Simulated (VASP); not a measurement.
A run of VASP 6.6.1 is set up as follows.

File INCAR:

```
  ALGO = Fast
  EDIFF = 1E-7
  EDIFFG = -0.008
  ENCUT = 600
  GGA = PS
  IBRION = 2
  ISIF = 3
  ISMEAR = 0
  LASPH = T
  LCHARG = F
  LREAL = F
  LWAVE = F
  NELM = 80
  NSW = 70
  PREC = Accurate
  PSTRESS = -30.0
  SIGMA = 0.1
```

File KPOINTS:

```
k-points
0
Gamma
  12 12 12
```

The input POSCAR:

```
Ni3Ge
1.0
    3.5583919611      0.0000000000      0.0000000000
    0.0000000000      3.5583919611      0.0000000000
    0.0000000000      0.0000000000      3.5583919611
Ni Ge
3 1
Direct
    0.5000000000      0.0000000000      0.5000000000
    0.0000000000      0.5000000000      0.5000000000
    0.5000000000      0.5000000000      0.0000000000
    0.0000000000      0.0000000000      0.0000000000
```

Potentials or basis: VASP PAW PBE potentials, release 64 (Ni, Ge_d).

Command:

```sh
$ cat potpaw_PBE.64/Ni/POTCAR potpaw_PBE.64/Ge_d/POTCAR > POTCAR
$ mpirun -np 1 vasp_std > vasp.out
```

Q: Predict the relaxed volume.

A: 11.11 Å³/atom.

Q: What does it give for the relaxed cell?

A: a = 3.542 Å, b = 3.542 Å, c = 3.542 Å, α = 90.00°, β = 90.00°, γ = 90.00°.

The path:
```
step  energy change (eV)  largest force (eV/Å)  pressure (GPa)  volume (Å³)
   1              0.0000                0.0000           -5.52        45.06
   2             -0.0221                0.0000           -0.99        43.91
   3             -0.0156                0.0000           -3.19        44.49
   4             -0.0165                0.0000           -2.91        44.44
```

Caveat: the cell is relaxed towards a set pressure, so the enthalpy falls and the energy may rise; the PAW data sets were made with another functional, which shifts forces and pressure a little. Spin polarisation is off, so any magnetic state and its effect on volume and gap are missing.
